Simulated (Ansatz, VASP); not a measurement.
HfO3: VASP beside Ansatz

```xyz
4
Lattice="3.2867 0.0000 0.0000 0.0000 3.2867 0.0000 0.0000 0.0000 4.0511" Properties=species:S:1:pos:R:3 pbc="T T T"
Hf    0.0000    0.0000    0.0000
O     1.6433    1.6433    3.2922
O     0.0000    0.0000    2.0255
O     1.6433    1.6433    0.7589
```

Change from the starting cell: species swapped into the VFe3 type (Cmmm, No. 65).

Alike in both runs: functional PBE; k mesh 14 × 14 × 12; occupations gaussian, width 0.1 eV; no spin polarisation.

Ansatz relaxed the structure, and its values are those at the end. VASP's run is a single point on that final structure, the one shown.

|  | VASP | Ansatz |
| --- | --- | --- |
| version | VASP 6.6.1 | Ansatz 0.2.0 |
| potentials or method | VASP PAW PBE potentials, release 64 (Hf_pv, O), cutoff 520 eV | scalar-relativistic, plane waves, PAW |
| valence electrons in the cell | 28 | 44 |

Ansatz gave:

```
gap on the k mesh at the Fermi level (eV) : none
pressure (GPa)                            : 0.0
rms of the force components (eV/Å)        : 0.001
```

Question: What did VASP give for the same quantities?

Answer: gap on the k mesh at the Fermi level (eV): none; pressure (GPa): -1.9; rms of the force components (eV/Å): 0.065.

A gap of «none» marks a metal or a gap that the smearing closes. VASP's potentials hold 28 valence electrons a cell and Ansatz's 44, so a difference there can come from the potentials and not from the codes.

Neither program's run includes spin-orbit coupling.
